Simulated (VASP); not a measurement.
# Ba3Sr5O8 (P1) in VASP: a series of runs

Runs on Ba3Sr5O8. Level: PBEsol. Tasks: single point.

All numbers are computed with VASP 6.6.1; they aren't measurements. Logs are shortened: lines on timing, memory, paths and dates and some standing lists are left out, and cuts for length are marked.

### Step 1. The cell of the first run

The typed cell holds 16 atoms: a = 7.442 Å, b = 7.442 Å, c = 7.442 Å, α = 60.00°, β = 60.00°, γ = 60.00°.

### Step 2. Single point, PBEsol

INCAR reads:

```
PREC = Accurate ; ENCUT = 700
EDIFF = 1E-6 ; ISMEAR = -1
SIGMA = 0.05 ; LREAL = Auto
LASPH = T ; NELM = 120
ALGO = Normal ; ISIF = 2
LWAVE = F ; LCHARG = F
GGA = PS ; NBANDS = 78
GGA_COMPAT = F ; ISYM = -1
```

KPOINTS reads:

```
explicit points
4
Reciprocal
  0.25000000   0.25000000   0.25000000 2
  0.25000000   0.25000000   0.75000000 2
  0.25000000   0.75000000   0.25000000 2
  0.25000000   0.75000000   0.75000000 2
```

POSCAR reads:

```
Ba3Sr5O8
1.0
    0.0000000000      5.2624470000      5.2624470000
    5.2624470000      0.0000000000      5.2624470000
    5.2624470000      5.2624470000      0.0000000000
O Sr Ba
8 5 3
Direct
    0.7423850000      0.2448690000      0.2590470000
    0.2562370000      0.7450540000      0.7462930000
    0.2483460000      0.7501710000      0.2427500000
    0.7519640000      0.2554250000      0.7452470000
    0.2493460000      0.2400750000      0.7566990000
    0.7549890000      0.7370950000      0.2515160000
    0.2574460000      0.2463130000      0.2508730000
    0.7640290000      0.7344240000      0.7491010000
    0.0112620000      0.9860100000      0.0053070000
    0.4987130000      0.5113890000      0.5023250000
    0.9875360000      0.0210730000      0.5040410000
    0.0060890000      0.5025630000      0.9912660000
    0.4901720000      0.0040160000      0.9986370000
    0.5161340000      0.4918580000      0.9965830000
    0.5035480000      0.0002460000      0.4930630000
    0.0017590000      0.4917230000      0.4983370000
```

Potentials or basis: VASP PAW PBE potentials, release 64 (O, Sr_sv, Ba_sv).

On the command line:

```sh
cat potpaw_PBE.64/O/POTCAR potpaw_PBE.64/Sr_sv/POTCAR potpaw_PBE.64/Ba_sv/POTCAR > POTCAR
mpirun -np 1 vasp_std > vasp.out
```

OUTCAR:

```text
PREC = Accurate
   ENCUT = 700
   EDIFF = 1E-6
   ISMEAR = -1
   LREAL = Auto
   LASPH = T
   NELM = 120
   ISIF = 2
   GGA = PS
   ISYM = -1

 ion  position               nearest neighbor table
   1  0.742  0.245  0.259-  15 2.54  14 2.58  11 2.58  10 2.69   9 2.70  12 2.74
   2  0.256  0.745  0.746-  10 2.51  12 2.59   9 2.63  15 2.64  14 2.69  11 2.70
   3  0.248  0.750  0.243-   9 2.50  13 2.61  14 2.66  16 2.66  10 2.69  11 2.80
   4  0.752  0.255  0.745-  11 2.50  16 2.56  14 2.57  10 2.61  13 2.70   9 2.73
   5  0.249  0.240  0.757-  13 2.54   9 2.59  12 2.62  15 2.65  16 2.66  10 2.74
   6  0.755  0.737  0.252-  10 2.54  16 2.60  12 2.61  15 2.66   9 2.66  13 2.73
   7  0.257  0.246  0.251-  15 2.57  16 2.59  13 2.60  11 2.61  14 2.65  12 2.69
   8  0.764  0.734  0.749-  12 2.55  14 2.58  16 2.60  11 2.70  15 2.72  13 2.73
   9  0.011  0.986  0.005-   3 2.50   5 2.59   2 2.63   6 2.66   1 2.70   4 2.73  13 3.61  12 3.67
                            16 3.67  11 3.70  15 3.71  14 3.72  14 3.73  15 3.74  11 3.76  16 3.77
  10  0.499  0.511  0.502-   2 2.51   6 2.54   4 2.61   1 2.69   3 2.69   5 2.74  15 3.62  11 3.64
                            12 3.65  16 3.66  14 3.67  13 3.71  13 3.74  14 3.77  16 3.79  12 3.79
  11  0.988  0.021  0.504-   4 2.50   1 2.58   7 2.61   2 2.70   8 2.70   3 2.80  16 3.54  10 3.64
                            13 3.69   9 3.70  12 3.70  15 3.72  15 3.73  12 3.75  13 3.75   9 3.76
  12  0.006  0.503  0.991-   8 2.55   2 2.59   6 2.61   5 2.62   7 2.69   1 2.74  10 3.65  13 3.66
                            14 3.67   9 3.67  11 3.70  16 3.72  16 3.73  11 3.75   9 3.77  14 3.78
  13  0.490  0.004  0.999-   5 2.54   7 2.60   3 2.61   4 2.70   6 2.73   8 2.73   9 3.61  12 3.66
                            11 3.69  10 3.71  15 3.72  14 3.72  14 3.73  15 3.73  10 3.74  11 3.75
  14  0.516  0.492  0.997-   4 2.57   1 2.58   8 2.58   7 2.65   3 2.66   2 2.69  16 3.66  12 3.67
                            10 3.67  15 3.68   9 3.72  13 3.72   9 3.73  13 3.73  15 3.77  10 3.77
  15  0.504  0.000  0.493-   1 2.54   7 2.57   2 2.64   5 2.65   6 2.66   8 2.72  10 3.62  14 3.68
                            16 3.70   9 3.71  13 3.72  11 3.72  11 3.73  13 3.73   9 3.74  16 3.75
  16  0.002  0.492  0.498-   4 2.56   7 2.59   6 2.60   8 2.60   3 2.66   5 2.66  11 3.54  10 3.66
                            14 3.66   9 3.67  15 3.70  12 3.72  12 3.73  15 3.75   9 3.77  14 3.78

IMPORTANT INFORMATION: All symmetrisations will be switched off!
NOSYMM: (Re-)initialisation of all symmetry stuff for point group C_1.

----------------------------------------------------------------------------------------

                                     Primitive cell

  volume of cell :     291.4696

  direct lattice vectors                    reciprocal lattice vectors
     0.000000000  5.262447000  5.262447000    -0.095012833  0.095012833  0.095012833
     5.262447000  0.000000000  5.262447000     0.095012833 -0.095012833  0.095012833
     5.262447000  5.262447000  0.000000000     0.095012833  0.095012833 -0.095012833

  length of vectors
     7.442223919  7.442223919  7.442223919     0.164567055  0.164567055  0.164567055
[... 87 lines left out ...]
   IALGO  =     38    algorithm
   IMIX   =      4    mixing-type and parameters
     AMIX     =   0.40;   BMIX     =  1.00
     AMIX_MAG =   1.60;   BMIX_MAG =  1.00
  volume/ion in A,a.u.               =      18.22       122.93
  Fermi-wavevector in a.u.,A,eV,Ry     =   1.244363  2.351505 21.067795  1.548439
  Thomas-Fermi vector in A             =   2.378633
   LORBIT       =      0    0 simple, 1 ext, 2 COOP (PROOUT), +10 PAW based schemes
   GGA     = PS    functional components
   LHFCALC =     F    Hartree Fock is set to
   AEXX    =    0.0000 exact exchange contribution
   IVDW    =     0    specifies the selected vdW correction
   LEPSILON=     F    determine dielectric tensor
   LRPA    =     F    only Hartree local field effects (RPA)
 non-spin polarized calculation
  energy-cutoff  :      700.00
  volume of cell :      291.47
 maximum number of plane-waves:     12251
 NGX is ok and might be reduce to    64
   NGX = 33   NGY = 33   NGZ = 33

 number of electron     128.0000001 magnetization

 Free energy of the ion-electron system (eV)
  ---------------------------------------------------
  ext. energy  EPLUGINS =         0.00000000
  ---------------------------------------------------
  free energy    TOTEN  =       -99.26021847 eV

  energy without entropy =      -99.26021847  energy(sigma->0) =      -99.26021847

 E-fermi :   2.9177     XC(G=0): -10.1865

 val. band max:        1.6160849529   @ k =   0.2500   0.2500   0.2500
 cond. band min:       4.7512303193   @ k =   0.2500   0.2500   0.2500
 fundamental gap:      3.1351453664
 Fermi energy:         2.9176953525

 k-point     1 :       0.2500    0.2500    0.2500
  band No.  band energies     occupation
      1     -31.0546      2.00000
      2     -31.0230      2.00000
      3     -30.9870      2.00000
      4     -30.9609      2.00000
      5     -30.8658      2.00000
      6     -23.1800      2.00000
[... 305 lines left out ...]
     75       8.0399      0.00000
     76       8.1708      0.00000
 [bands above 76 left out]

------------------------ aborting loop because EDIFF is reached ----------------------------------------

  FORCE on cell =-STRESS in cart. coord.  units (eV):
  Direction    XX          YY          ZZ          XY          YZ          ZX
  --------------------------------------------------------------------------------------
  -------------------------------------------------------------------------------------
  Total        4.9757949      4.4849895      5.3735078     -0.0178262     -0.1640378     -0.1883931
  in kB       27.3514181     24.6535129     29.5376039     -0.0979885     -0.9016987     -1.0355769
  external PRESSURE =      27.1808450 kB  Pullay stress =       0.0000000 kB

 VOLUME and BASIS-vectors are now :
 -----------------------------------------------------------------------------
  energy-cutoff  :      700.00
  volume of cell :      291.47
      direct lattice vectors                 reciprocal lattice vectors
     0.000000000  5.262447000  5.262447000    -0.095012833  0.095012833  0.095012833
     5.262447000  0.000000000  5.262447000     0.095012833 -0.095012833  0.095012833
     5.262447000  5.262447000  0.000000000     0.095012833  0.095012833 -0.095012833

 POSITION                                       TOTAL-FORCE (eV/Angst)
 -----------------------------------------------------------------------------------
      2.65183      5.26998      5.19537        -0.038568      0.849932      0.965206
      7.84813      5.27576      5.26924         0.190714     -0.605731     -0.683675
      5.22519      2.58437      5.25464         0.658490      0.086937      0.760977
      5.26598      7.87899      5.30133        -0.806065     -0.045311     -1.004180
      5.24547      5.29426      2.57555         0.596266      0.661116      0.024221
      5.20251      5.29668      7.85201        -0.488553     -0.795229      0.075820
[... 8 lines left out ...]
      2.59601      5.24461      2.65119         0.103396      0.391766     -0.112563
      5.21014      2.63173      2.59692         0.262854      0.257497      0.739693
 -----------------------------------------------------------------------------------
    total drift:                               -0.005606     -0.003464      0.000484

  FREE ENERGIE OF THE ION-ELECTRON SYSTEM (eV)
  ---------------------------------------------------
  free  energy   TOTEN  =       -99.2602184726 eV

  energy  without entropy=      -99.2602184726  energy(sigma->0) =      -99.26021847
```

stdout:

```text
POSCAR found type information on POSCAR O SrBa
 POSCAR found :  3 types and      16 ions
 scaLAPACK will be used
 -----------------------------------------------------------------------------
|                                                                             |
|                                                                             |
|     You enforced a specific xc type in the INCAR file but a different       |
|     I HOPE YOU KNOW WHAT YOU ARE DOING!                                     |
|                                                                             |
 -----------------------------------------------------------------------------

 LDA part: xc-table for (Slater+PW92), standard interpolation
 POSCAR, INCAR and KPOINTS ok, starting setup
 FFT: planning ... GRIDC
 FFT: planning ... GRID_SOFT
 FFT: planning ... GRID
 WAVECAR not read
 entering main loop
```

Wall time 5.5 min (1 thread of Intel Xeon 8259CL, shared host); peak memory 0.58 GiB.

What came out:

```yaml
Free_energy: -99.2602 eV
Pressure: 2.7 GPa
Largest_force: 1.401 eV/Å
Band_gap_on_the_k_mesh: 3.14 eV
```

Forces on the atoms (eV/Å):
```
O   -0.039  0.850  0.965
O    0.191 -0.606 -0.684
O    0.658  0.087  0.761
O   -0.806 -0.045 -1.004
O    0.596  0.661  0.024
O   -0.489 -0.795  0.076
O   -0.866 -0.821 -0.734
O    0.952  0.389  0.821
Sr   0.094 -0.118 -0.003
Sr  -0.332 -0.379 -0.250
Sr  -0.710  0.115 -0.390
Sr   0.068 -0.083 -0.073
Sr  -0.127  0.252 -0.015
Ba   0.442 -0.156 -0.121
Ba   0.103  0.392 -0.113
Ba   0.263  0.257  0.740
```

Caveat: the PAW data sets were made with another functional, which shifts forces and pressure a little; spin-orbit coupling is left out, which moves the levels of the heavy elements; a shifted mesh leaves out Γ, where band edges can lie. A k mesh can miss the band edges.

### Step 3. Single point, PBEsol

INCAR reads:

```
PREC = Accurate ; ENCUT = 520
EDIFF = 1E-6 ; ISMEAR = -1
SIGMA = 0.05 ; LREAL = Auto
LASPH = T ; NELM = 60
ALGO = Normal ; ISIF = 2
LWAVE = F ; LCHARG = F
GGA = PS ; NBANDS = 78
```

KPOINTS reads:

```
Automatic mesh
0
Gamma
  2 2 2
  0.5 0.5 0.5
```

POSCAR is that of step 2.

Potentials or basis: VASP PAW PBE potentials, release 64 (O, Sr_sv, Ba_sv).

On the command line:

```sh
cat potpaw_PBE.64/O/POTCAR potpaw_PBE.64/Sr_sv/POTCAR potpaw_PBE.64/Ba_sv/POTCAR > POTCAR
mpirun -np 1 vasp_std > vasp.out
```

OUTCAR:

```text
PREC = Accurate
   ENCUT = 520
   EDIFF = 1E-6
   ISMEAR = -1
   LREAL = Auto
   LASPH = T
   NELM = 60
   ISIF = 2
   GGA = PS

 ion  position               nearest neighbor table
   1  0.742  0.245  0.259-  15 2.54  14 2.58  11 2.58  10 2.69   9 2.70  12 2.74
   2  0.256  0.745  0.746-  10 2.51  12 2.59   9 2.63  15 2.64  14 2.69  11 2.70
   3  0.248  0.750  0.243-   9 2.50  13 2.61  14 2.66  16 2.66  10 2.69  11 2.80
   4  0.752  0.255  0.745-  11 2.50  16 2.56  14 2.57  10 2.61  13 2.70   9 2.73
   5  0.249  0.240  0.757-  13 2.54   9 2.59  12 2.62  15 2.65  16 2.66  10 2.74
   6  0.755  0.737  0.252-  10 2.54  16 2.60  12 2.61  15 2.66   9 2.66  13 2.73
   7  0.257  0.246  0.251-  15 2.57  16 2.59  13 2.60  11 2.61  14 2.65  12 2.69
   8  0.764  0.734  0.749-  12 2.55  14 2.58  16 2.60  11 2.70  15 2.72  13 2.73
   9  0.011  0.986  0.005-   3 2.50   5 2.59   2 2.63   6 2.66   1 2.70   4 2.73  13 3.61  12 3.67
                            16 3.67  11 3.70  15 3.71  14 3.72  14 3.73  15 3.74  11 3.76  16 3.77
  10  0.499  0.511  0.502-   2 2.51   6 2.54   4 2.61   1 2.69   3 2.69   5 2.74  15 3.62  11 3.64
                            12 3.65  16 3.66  14 3.67  13 3.71  13 3.74  14 3.77  16 3.79  12 3.79
  11  0.988  0.021  0.504-   4 2.50   1 2.58   7 2.61   2 2.70   8 2.70   3 2.80  16 3.54  10 3.64
                            13 3.69   9 3.70  12 3.70  15 3.72  15 3.73  12 3.75  13 3.75   9 3.76
  12  0.006  0.503  0.991-   8 2.55   2 2.59   6 2.61   5 2.62   7 2.69   1 2.74  10 3.65  13 3.66
                            14 3.67   9 3.67  11 3.70  16 3.72  16 3.73  11 3.75   9 3.77  14 3.78
  13  0.490  0.004  0.999-   5 2.54   7 2.60   3 2.61   4 2.70   6 2.73   8 2.73   9 3.61  12 3.66
                            11 3.69  10 3.71  15 3.72  14 3.72  14 3.73  15 3.73  10 3.74  11 3.75
  14  0.516  0.492  0.997-   4 2.57   1 2.58   8 2.58   7 2.65   3 2.66   2 2.69  16 3.66  12 3.67
                            10 3.67  15 3.68   9 3.72  13 3.72   9 3.73  13 3.73  15 3.77  10 3.77
  15  0.504  0.000  0.493-   1 2.54   7 2.57   2 2.64   5 2.65   6 2.66   8 2.72  10 3.62  14 3.68
                            16 3.70   9 3.71  13 3.72  11 3.72  11 3.73  13 3.73   9 3.74  16 3.75
  16  0.002  0.492  0.498-   4 2.56   7 2.59   6 2.60   8 2.60   3 2.66   5 2.66  11 3.54  10 3.66
                            14 3.66   9 3.67  15 3.70  12 3.72  12 3.73  15 3.75   9 3.77  14 3.78

  LATTYP: Found a face centered cubic cell.
 ALAT       =    10.5248940000

  Lattice vectors:

 A1 = (   0.0000000000,   5.2624470000,   5.2624470000)
[... 179 lines left out ...]
 non-spin polarized calculation
  energy-cutoff  :      520.00
  volume of cell :      291.47
 maximum number of plane-waves:      7844
   NGX = 27   NGY = 27   NGZ = 27

 number of electron     127.9999998 magnetization

 Free energy of the ion-electron system (eV)
  ---------------------------------------------------
  ext. energy  EPLUGINS =         0.00000000
  ---------------------------------------------------
  free energy    TOTEN  =       -99.23377614 eV

  energy without entropy =      -99.23377614  energy(sigma->0) =      -99.23377614

 E-fermi :   2.8174     XC(G=0): -10.1870

 val. band max:        1.6178203009   @ k =   0.2500   0.2500   0.2500
 cond. band min:       4.7482201056   @ k =   0.2500   0.0000   0.0000
 fundamental gap:      3.1303998047
 Fermi energy:         2.8173712486

 k-point     1 :       0.2500    0.2500    0.2500
  band No.  band energies     occupation
      1     -31.0536      2.00000
      2     -31.0223      2.00000
      3     -30.9865      2.00000
      4     -30.9604      2.00000
      5     -30.8653      2.00000
      6     -23.1791      2.00000
[... 1253 lines left out ...]
     75       8.0003      0.00000
     76       8.0480      0.00000
 [bands above 76 left out]

------------------------ aborting loop because EDIFF is reached ----------------------------------------

  FORCE on cell =-STRESS in cart. coord.  units (eV):
  Direction    XX          YY          ZZ          XY          YZ          ZX
  --------------------------------------------------------------------------------------
  -------------------------------------------------------------------------------------
  Total        5.1407387      4.6352768      5.5304272      0.0139975     -0.1326878     -0.1555618
  in kB       28.2580971     25.4796262     30.4001734      0.0769428     -0.7293706     -0.8551068
  external PRESSURE =      28.0459656 kB  Pullay stress =       0.0000000 kB

 VOLUME and BASIS-vectors are now :
 -----------------------------------------------------------------------------
  energy-cutoff  :      520.00
  volume of cell :      291.47
      direct lattice vectors                 reciprocal lattice vectors
     0.000000000  5.262447000  5.262447000    -0.095012833  0.095012833  0.095012833
     5.262447000  0.000000000  5.262447000     0.095012833 -0.095012833  0.095012833
     5.262447000  5.262447000  0.000000000     0.095012833  0.095012833 -0.095012833

 POSITION                                       TOTAL-FORCE (eV/Angst)
 -----------------------------------------------------------------------------------
      2.65183      5.26998      5.19537        -0.039035      0.850464      0.963748
      7.84813      5.27576      5.26924         0.192282     -0.601784     -0.682823
      5.22519      2.58437      5.25464         0.656153      0.084894      0.761140
      5.26598      7.87899      5.30133        -0.803027     -0.044272     -1.004705
      5.24547      5.29426      2.57555         0.595709      0.663275      0.023113
      5.20251      5.29668      7.85201        -0.488937     -0.796703      0.080993
[... 8 lines left out ...]
      2.59601      5.24461      2.65119         0.104382      0.391847     -0.113611
      5.21014      2.63173      2.59692         0.264495      0.257147      0.737839
 -----------------------------------------------------------------------------------
    total drift:                               -0.009820     -0.001840      0.005473

  FREE ENERGIE OF THE ION-ELECTRON SYSTEM (eV)
  ---------------------------------------------------
  free  energy   TOTEN  =       -99.2337761412 eV

  energy  without entropy=      -99.2337761411  energy(sigma->0) =      -99.23377614
```

OSZICAR:

```text
N       E                     dE             d eps       ncg     rms          rms(c)
DAV:   1     0.919832794136E+03    0.91983E+03   -0.66200E+04  2496   0.157E+03
DAV:   2    -0.382247713233E+02   -0.95806E+03   -0.91767E+03  3206   0.348E+02
DAV:   3    -0.112854685562E+03   -0.74630E+02   -0.74142E+02  3120   0.957E+01
DAV:   4    -0.116691665749E+03   -0.38370E+01   -0.38298E+01  3856   0.183E+01
DAV:   5    -0.116826952439E+03   -0.13529E+00   -0.13526E+00  3384   0.294E+00    0.377E+01
DAV:   6    -0.100066436775E+03    0.16761E+02   -0.11151E+02  3008   0.307E+01    0.477E+01
DAV:   7    -0.996581472003E+02    0.40829E+00   -0.10257E+01  3056   0.103E+01    0.284E+01
DAV:   8    -0.992769807555E+02    0.38117E+00   -0.27783E+00  3080   0.596E+00    0.690E+00
DAV:   9    -0.992253726262E+02    0.51608E-01   -0.36234E-01  3384   0.226E+00    0.175E+00
DAV:  10    -0.992325819449E+02   -0.72093E-02   -0.57434E-02  3368   0.684E-01    0.567E-01
DAV:  11    -0.992335028600E+02   -0.92092E-03   -0.55516E-03  3512   0.269E-01    0.150E-01
DAV:  12    -0.992337473861E+02   -0.24453E-03   -0.83033E-04  3392   0.124E-01    0.622E-02
DAV:  13    -0.992337740759E+02   -0.26690E-04   -0.11762E-04  3320   0.415E-02    0.439E-02
DAV:  14    -0.992337756077E+02   -0.15318E-05   -0.36149E-05  2960   0.245E-02    0.253E-02
DAV:  15    -0.992337761412E+02   -0.53352E-06   -0.65263E-06  3040   0.108E-02
   1 F= -.99233776E+02 E0= -.99233776E+02  d E =-.569454E-10
```

stdout:

```text
POSCAR found type information on POSCAR O SrBa
 POSCAR found :  3 types and      16 ions
 scaLAPACK will be used
 -----------------------------------------------------------------------------
|                                                                             |
|                                                                             |
|     You enforced a specific xc type in the INCAR file but a different       |
|     I HOPE YOU KNOW WHAT YOU ARE DOING!                                     |
|                                                                             |
 -----------------------------------------------------------------------------

 LDA part: xc-table for (Slater+PW92), standard interpolation
 POSCAR, INCAR and KPOINTS ok, starting setup
 FFT: planning ... GRIDC
 FFT: planning ... GRID_SOFT
 FFT: planning ... GRID
 WAVECAR not read
 entering main loop
```

It took 28 min on 1 thread of AMD EPYC 7R43 (Zen 3), shared host; peak memory 0.51 GiB.

What came out:

```yaml
Free_energy: -99.2338 eV
Pressure: 2.8 GPa
Largest_force: 1.399 eV/Å
Band_gap_on_the_k_mesh: 3.13 eV
```

Forces on the atoms (eV/Å):
```
O   -0.039  0.850  0.964
O    0.192 -0.602 -0.683
O    0.656  0.085  0.761
O   -0.803 -0.044 -1.005
O    0.596  0.663  0.023
O   -0.489 -0.797  0.081
O   -0.866 -0.820 -0.732
O    0.950  0.391  0.821
Sr   0.095 -0.119 -0.004
Sr  -0.333 -0.379 -0.251
Sr  -0.710  0.114 -0.391
Sr   0.068 -0.084 -0.072
Sr  -0.126  0.252 -0.016
Ba   0.442 -0.159 -0.121
Ba   0.104  0.392 -0.114
Ba   0.264  0.257  0.738
```

Stress tensor (GPa, compression positive):
```
 2.83  0.01 -0.09
 0.01  2.55 -0.07
-0.09 -0.07  3.04
```

Levels at points of the mesh, in eV from the valence-band top:
```tsv
k point	band 61	band 62	band 63	band 64	band 65	band 66	band 67	band 68
(0.25, 0.25, 0.25)	-0.10	-0.07	-0.03	0.00	3.13	3.18	3.24	4.40
```

Caveat: the PAW data sets were made with another functional, which shifts forces and pressure a little; spin-orbit coupling is left out, which moves the levels of the heavy elements; a shifted mesh leaves out Γ, where band edges can lie.
